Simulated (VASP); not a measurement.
# TlBr (Pm-3m) in VASP: elastic constants with LDA

Aim: the elastic constants of TlBr with LDA.

All numbers are computed with VASP 6.6.1; they aren't measurements. Logs are shortened: lines on timing, memory, paths and dates and some standing lists are left out, and cuts for length are marked.

## Step 1: The cell of the first run

The structure is cubic, space group Pm-3m (No. 221). Conventional cell: a = 3.778 Å, b = 3.778 Å, c = 3.778 Å, α = 90.00°, β = 90.00°, γ = 90.00°. Within 4.3 Å of Tl (site symmetry m-3m) lie 8 Br at 3.27 Å and 6 Tl at 3.78 Å. Within 4.3 Å of Br (site symmetry m-3m) lie 8 Tl at 3.27 Å and 6 Br at 3.78 Å.

## Step 2: Elastic constants, LDA

INCAR

```
PREC     = Accurate       # precision mode
ENCUT    = 500            # plane-wave cutoff, eV
EDIFF    = 1E-8           # SCF threshold, eV
ISMEAR   = 0              # smearing method
SIGMA    = 0.01           # smearing width, eV
LREAL    = F              # projectors in reciprocal space
LASPH    = T              # aspherical terms in the spheres
NELM     = 120            # most SCF steps
ALGO     = Normal         # electronic algorithm
ISIF     = 3              # what is computed and relaxed
LWAVE    = F              # write WAVECAR
LCHARG   = F              # write CHGCAR
GGA      = CA             # functional
NBANDS   = 17             # bands
IBRION   = 6              # ionic algorithm
NFREE    = 2            
POTIM    = 0.015          # step
NSW      = 1              # ionic steps
GGA_COMPAT= F
```

KPOINTS

```
regular mesh
0
Gamma
  8 8 8
```

POSCAR

```
TlBr
1.0
    3.7780000000      0.0000000000      0.0000000000
    0.0000000000      3.7780000000      0.0000000000
    0.0000000000      0.0000000000      3.7780000000
Tl Br
1 1
Direct
    0.0000000000      0.0000000000      0.0000000000
    0.5000000000      0.5000000000      0.5000000000
```

Potentials or basis: VASP PAW LDA potentials, release 64 (Tl_d, Br).

Run with:

```
$ cat potpaw_LDA.64/Tl_d/POTCAR potpaw_LDA.64/Br/POTCAR > POTCAR
$ mpirun -np 1 vasp_std > vasp.out
```

OUTCAR:

```text
PREC = Accurate
   ENCUT = 500
   EDIFF = 1E-8
   ISMEAR = 0
   LREAL = F
   LASPH = T
   NELM = 120
   ISIF = 3
   GGA = CA
   IBRION = 6
   NFREE = 2
   POTIM = 0.015
   NSW = 1

 ion  position               nearest neighbor table
   1  0.000  0.000  0.000-   2 3.27   2 3.27   2 3.27   2 3.27   2 3.27   2 3.27   2 3.27   2 3.27

   2  0.500  0.500  0.500-   1 3.27   1 3.27   1 3.27   1 3.27   1 3.27   1 3.27   1 3.27   1 3.27

  LATTYP: Found a simple cubic cell.
 ALAT       =     3.7780000000

  Lattice vectors:

 A1 = (   3.7780000000,   0.0000000000,   0.0000000000)
 A2 = (   0.0000000000,   3.7780000000,   0.0000000000)
 A3 = (   0.0000000000,   0.0000000000,   3.7780000000)

Analysis of symmetry for initial positions (statically):
=====================================================================
 Subroutine PRICEL returns:
 Original cell was already a primitive cell.

 Routine SETGRP: Setting up the symmetry group for a
 simple cubic supercell.

 Subroutine GETGRP returns: Found 48 space group operations
 (whereof 48 operations were pure point group operations)
 out of a pool of 48 trial point group operations.

The static configuration has the point symmetry O_h .

Analysis of symmetry for dynamics (positions and initial velocities):
=====================================================================
 Subroutine PRICEL returns:
 Original cell was already a primitive cell.

 Routine SETGRP: Setting up the symmetry group for a
 simple cubic supercell.

 Subroutine GETGRP returns: Found 48 space group operations
 (whereof 48 operations were pure point group operations)
 out of a pool of 48 trial point group operations.

The dynamic configuration has the point symmetry O_h .

 Subroutine INISYM returns: Found 48 space group operations
 (whereof 48 operations are pure point group operations),
 and found     1 'primitive' translations

----------------------------------------------------------------------------------------

                                     Primitive cell

  volume of cell :      53.9245

  direct lattice vectors                    reciprocal lattice vectors
     3.778000000  0.000000000  0.000000000     0.264690312  0.000000000  0.000000000
     0.000000000  3.778000000  0.000000000     0.000000000  0.264690312  0.000000000
     0.000000000  0.000000000  3.778000000     0.000000000  0.000000000  0.264690312

  length of vectors
     3.778000000  3.778000000  3.778000000     0.264690312  0.264690312  0.264690312

  position of ions in fractional coordinates (direct lattice)
     0.000000000  0.000000000  0.000000000
     0.500000000  0.500000000  0.500000000

  ion indices of the primitive-cell ions
   primitive index   ion index
                 1           1
                 2           2

----------------------------------------------------------------------------------------

 KPOINTS: regular mesh

Automatic generation of k-mesh.
 Grid dimensions read from file:
 generate k-points for:    8    8    8

 Generating k-lattice:

  Cartesian coordinates                     Fractional coordinates (reciprocal lattice)
     0.033086289  0.000000000  0.000000000     0.125000000  0.000000000  0.000000000
     0.000000000  0.033086289  0.000000000     0.000000000  0.125000000  0.000000000
     0.000000000  0.000000000  0.033086289     0.000000000  0.000000000  0.125000000

  Length of vectors
     0.033086289  0.033086289  0.033086289

  Shift w.r.t. Gamma in fractional coordinates (k-lattice)
     0.000000000  0.000000000  0.000000000

 Subroutine IBZKPT returns following result:
 ===========================================

 Found     35 irreducible k-points:

 Following reciprocal coordinates:
            Coordinates               Weight
[... 54 lines left out ...]
   NELECT =      20.0000    total number of electrons
   NUPDOWN=      -1.0000    fix difference up-down
   EMIN   =  10.00;   EMAX   =-10.00  energy-range for DOS
   EFERMI =   0.00;   METHOD = LEGACY
   ISMEAR =     0;   SIGMA  =   0.01  broadening in eV -4-tet -1-fermi 0-gaus
   EFERMI_NEDOS =   21; number of points for ismear=-14 and -15
   IALGO  =     38    algorithm
   IMIX   =      4    mixing-type and parameters
     AMIX     =   0.40;   BMIX     =  1.00
     AMIX_MAG =   1.60;   BMIX_MAG =  1.00
  volume/ion in A,a.u.               =      26.96       181.95
  Fermi-wavevector in a.u.,A,eV,Ry     =   1.176223  2.222739 18.823657  1.383500
  Thomas-Fermi vector in A             =   2.312590
   LORBIT       =      0    0 simple, 1 ext, 2 COOP (PROOUT), +10 PAW based schemes
   GGA     = CA    functional components
   LHFCALC =     F    Hartree Fock is set to
   AEXX    =    0.0000 exact exchange contribution
   IVDW    =     0    specifies the selected vdW correction
   LEPSILON=     F    determine dielectric tensor
   LRPA    =     F    only Hartree local field effects (RPA)
 finite differences with symmetry
 non-spin polarized calculation
 Gauss-broadening in eV      SIGMA  =   0.01
  energy-cutoff  :      500.00
  volume of cell :       53.92
 maximum number of plane-waves:      1406
 NGX is ok and might be reduce to    28
   NGX = 13   NGY = 13   NGZ = 13

--------------------------------------- Ionic step        1  -------------------------------------------

 number of electron      20.0000000 magnetization

 Free energy of the ion-electron system (eV)
  ---------------------------------------------------
  ext. energy  EPLUGINS =         0.00000000
  ---------------------------------------------------
  free energy    TOTEN  =        -6.54035289 eV

  energy without entropy =       -6.54035289  energy(sigma->0) =       -6.54035289

------------------------ aborting loop because EDIFF is reached ----------------------------------------

  FORCE on cell =-STRESS in cart. coord.  units (eV):
  Direction    XX          YY          ZZ          XY          YZ          ZX
  --------------------------------------------------------------------------------------
  -------------------------------------------------------------------------------------
  Total        0.6434368      0.6434368      0.6434368      0.0000000      0.0000000      0.0000000
  in kB       19.1174774     19.1174774     19.1174774      0.0000000      0.0000000      0.0000000
  external PRESSURE =      19.1174774 kB  Pullay stress =       0.0000000 kB
[... 89 lines left out ...]
  FREE ENERGIE OF THE ION-ELECTRON SYSTEM (eV)
  ---------------------------------------------------
  free  energy   TOTEN  =        -6.5283730311 eV

  energy  without entropy=       -6.5283730311  energy(sigma->0) =       -6.52837303

[... ionic steps 4 to 14 ...]

--------------------------------------- Ionic step       15  -------------------------------------------

 number of electron      19.9999998 magnetization

------------------------ aborting loop because EDIFF is reached ----------------------------------------
[... 67 lines left out ...]
--------------------------------------- Ionic step       17  -------------------------------------------

 number of electron      20.0000001 magnetization

 Free energy of the ion-electron system (eV)
  ---------------------------------------------------
  ext. energy  EPLUGINS =         0.00000000
  ---------------------------------------------------
  free energy    TOTEN  =        -6.54026421 eV

  energy without entropy =       -6.54026421  energy(sigma->0) =       -6.54026421

 E-fermi :   4.1669     XC(G=0): -10.1110

 val. band max:        4.1261589722   @ k =   0.0000   0.5000   0.0000
 cond. band min:       5.3154867129   @ k =   0.5000   0.0000   0.0000
 fundamental gap:      1.1893277406
 Fermi energy:         4.1669317967

 k-point     1 :       0.0000    0.0000    0.0000
  band No.  band energies     occupation
      1     -10.7096      2.00000
      2      -6.4329      2.00000
      3      -6.4328      2.00000
      4      -6.1507      2.00000
      5      -6.1507      2.00000
      6      -6.1507      2.00000
[... 457 lines left out ...]
      4      -6.2405      2.00000
      5      -6.1673      2.00000
      6      -6.0822      2.00000
[... 9 lines left out ...]
     16      15.0277      0.00000
     17      17.4805      0.00000

 [... further k-points ...]
[... 5 lines left out ...]
  --------------------------------------------------------------------------------------
  -------------------------------------------------------------------------------------
  Total        0.6439491      0.6442127      0.6442127      0.0000000      0.0000000      0.0000000
  in kB       19.1326999     19.1405330     19.1405330      0.0000000      0.0000000      0.0000000
  external PRESSURE =      19.1379219 kB  Pullay stress =       0.0000000 kB
[... 17 lines left out ...]
  FREE ENERGIE OF THE ION-ELECTRON SYSTEM (eV)
  ---------------------------------------------------
  free  energy   TOTEN  =        -6.5402642067 eV

  energy  without entropy=       -6.5402642067  energy(sigma->0) =       -6.54026421

 INTERNAL STRAIN TENSORS FROM STRAINED CELLS
 ============================================

 INTERNAL STRAIN TENSOR FOR ION    1 for displacements in x,y,z  (eV/Angst):
          X           Y           Z          XY          YZ          ZX
  --------------------------------------------------------------------------------
  x     0.00000     0.00000     0.00000     0.00000     0.00000     0.00000
  y     0.00000     0.00000     0.00000     0.00000     0.00000     0.00000
  z     0.00000     0.00000     0.00000     0.00000     0.00000     0.00000

 INTERNAL STRAIN TENSORS FROM DISPLACED ATOMS
 ============================================

 INTERNAL STRAIN TENSOR FOR ION    1 for displacements in x,y,z  (eV/Angst):
          X           Y           Z          XY          YZ          ZX
  --------------------------------------------------------------------------------
  x     0.00000     0.00000     0.00000     0.00000     0.00000     0.00000
  y     0.00000     0.00000     0.00000     0.00000     0.00000     0.00000
  z     0.00000     0.00000     0.00000     0.00000     0.00000     0.00000

 INTERNAL STRAIN TENSOR FOR ION    2 for displacements in x,y,z  (eV/Angst):
          X           Y           Z          XY          YZ          ZX
  --------------------------------------------------------------------------------
  x     0.00000     0.00000     0.00000     0.00000     0.00000     0.00000
  y     0.00000     0.00000     0.00000     0.00000     0.00000     0.00000
  z     0.00000     0.00000     0.00000     0.00000     0.00000     0.00000

 Eigenvectors and eigenvalues of the dynamical matrix
 ----------------------------------------------------

   1 f  =    1.840184 THz    11.562216 2PiTHz   61.381925 cm-1     7.610385 meV
             X         Y         Z           dx          dy          dz
      0.000000  0.000000  0.000000     0.000000   -0.532401   -0.000000
      1.889000  1.889000  1.889000     0.000000    0.846492    0.000000
[... 21 lines left out ...]
   6 f/i=    0.004865 THz     0.030566 2PiTHz    0.162268 cm-1     0.020119 meV
             X         Y         Z           dx          dy          dz
      0.000000  0.000000  0.000000    -0.846492   -0.000000   -0.000000
      1.889000  1.889000  1.889000    -0.532401   -0.000000    0.000000

--------------------------------------------------------------------------------------------------------

 ELASTIC MODULI CONTR FROM IONIC RELAXATION (kBar)
 Direction    XX          YY          ZZ          XY          YZ          ZX
 --------------------------------------------------------------------------------
 XX           0.0000      0.0000      0.0000      0.0000      0.0000      0.0000
 YY           0.0000      0.0000      0.0000      0.0000      0.0000      0.0000
 ZZ           0.0000      0.0000      0.0000      0.0000      0.0000      0.0000
 XY           0.0000      0.0000      0.0000      0.0000      0.0000      0.0000
 YZ           0.0000      0.0000      0.0000      0.0000      0.0000      0.0000
 ZX           0.0000      0.0000      0.0000      0.0000      0.0000      0.0000
 --------------------------------------------------------------------------------

 TOTAL ELASTIC MODULI (kBar)
 Direction    XX          YY          ZZ          XY          YZ          ZX
 --------------------------------------------------------------------------------
 XX         579.6969    325.9241    325.9241     -0.0000      0.0000     -0.0000
 YY         325.9241    579.6969    325.9241     -0.0000     -0.0000      0.0000
 ZZ         325.9241    325.9241    579.6969      0.0000      0.0000      0.0000
 XY          -0.0000     -0.0000      0.0000    186.8330      0.0000      0.0000
 YZ           0.0000     -0.0000      0.0000      0.0000    186.8330      0.0000
 ZX          -0.0000      0.0000      0.0000      0.0000      0.0000    186.8330
 --------------------------------------------------------------------------------
```

Run time: 6.2 min. Hardware: 1 thread of Intel Xeon Platinum 8488C (Sapphire Rapids), shared host; peak memory 0.34 GiB.

Results:

```
Elastic constants C11, C12, C44                         : 58, 33, 19 GPa
Voigt bulk modulus                                      : 41 GPa
Highest phonon frequency at Γ, LO-TO splitting left out : 61 cm⁻¹
```

Phonon frequencies in cm⁻¹ (negative: imaginary):
```
              q point     frequencies
(0.000, 0.000, 0.000)  0 0 0 61 61 61
```

Elastic tensor in Voigt notation (GPa, in the Cartesian axes of the cell as first typed):
```
58 33 33  0  0  0
33 58 33  0  0  0
33 33 58  0  0  0
 0  0  0 19  0  0
 0  0  0  0 19  0
 0  0  0  0  0 19
```

Clamped-ion elastic tensor (GPa):
```
58 33 33  0  0  0
33 58 33  0  0  0
33 33 58  0  0  0
 0  0  0 19  0  0
 0  0  0  0 19  0
 0  0  0  0  0 19
```

Caveat: the cell is under stress, which shifts elastic constants; spin-orbit coupling is left out, which moves the levels of the heavy elements.
